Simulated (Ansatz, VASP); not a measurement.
**SrCl2 in VASP and in Ansatz**

Contents of POSCAR:

```
SrCl2
1.0
    0.0000000000      3.2066600000      3.4855000000
    3.2066600000      0.0000000000      3.4855000000
    3.2066600000      3.2066600000      0.0000000000
Sr Cl
1 2
Direct
    0.0000000000      0.0000000000      0.0000000000
    0.2500000000      0.2500000000      0.2500000000
    0.7500000000      0.7500000000      0.7500000000
```

The input INCAR.step1:

```
SYSTEM = SrCl2
PREC = Accurate
ENCUT = 520
ISMEAR = 0
SIGMA = 0.05
LREAL = .FALSE.
LASPH = .TRUE.
NELM = 100
NBANDS = 19
GGA = PE
ALGO = Normal
EDIFF = 1E-4
LWAVE = .TRUE.
LCHARG = .FALSE.
```

Contents of INCAR.step2:

```
SYSTEM = SrCl2
PREC = Accurate
ENCUT = 520
EDIFF = 1E-7
ISMEAR = 0
SIGMA = 0.05
LREAL = .FALSE.
LASPH = .TRUE.
NELM = 100
ALGO = Normal
ISIF = 2
LWAVE = .FALSE.
LCHARG = .FALSE.
METAGGA = R2SCAN
LMIXTAU = .TRUE.
NBANDS = 19
ISTART = 1
```

The input KPOINTS:

```
regular mesh
0
G
  6 6 6
  0 0 0
```

Input for Ansatz:

```yaml
crystal:
  lattice:
    - [0.0, 3.20666, 3.4855]
    - [3.20666, 0.0, 3.4855]
    - [3.20666, 3.20666, 0.0]
  atoms:
    - { symbol: Sr, position: [0.0, 0.0, 0.0] }
    - { symbol: Cl, position: [0.25, 0.25, 0.25] }
    - { symbol: Cl, position: [0.75, 0.75, 0.75] }
basis:
  ecutwfc: 500
kpoints:
  mp_grid: { grid: [6, 6, 6] }
hamiltonian:
  xc: r2scan
scf:
  occupations: { method: gaussian, width: 0.05 }
output:
  forces: true
  stress: true
  eigenvalues: true
```

Change from the starting cell: strain -0.080 along x and y, +0.000 along z, atoms carried along.

Alike in both runs: task single point; functional r2SCAN; k mesh 6 × 6 × 6; occupations gaussian, width 0.05 eV; no spin polarisation.

|  | VASP | Ansatz |
| --- | --- | --- |
| version | VASP 6.6.1 | Ansatz 0.2.0 |
| potentials or method | VASP PAW PBE potentials, release 64 (Sr_sv, Cl), cutoff 520 eV | scalar-relativistic, plane waves, PAW |
| valence electrons in the cell | 24 | 24 |

```csv
,VASP,Ansatz,Ansatz less VASP
gap on the k mesh at the Fermi level (eV),5.51,5.50,-0.002
least direct gap on the mesh (eV),5.51,5.50,-0.002
pressure (GPa),10.1,10.0,-0.14
"traceless stress, the component that is largest in VASP (GPa)",-3.86,-3.89,-0.035
```

VASP's potentials were made for PBE, not for r2SCAN.
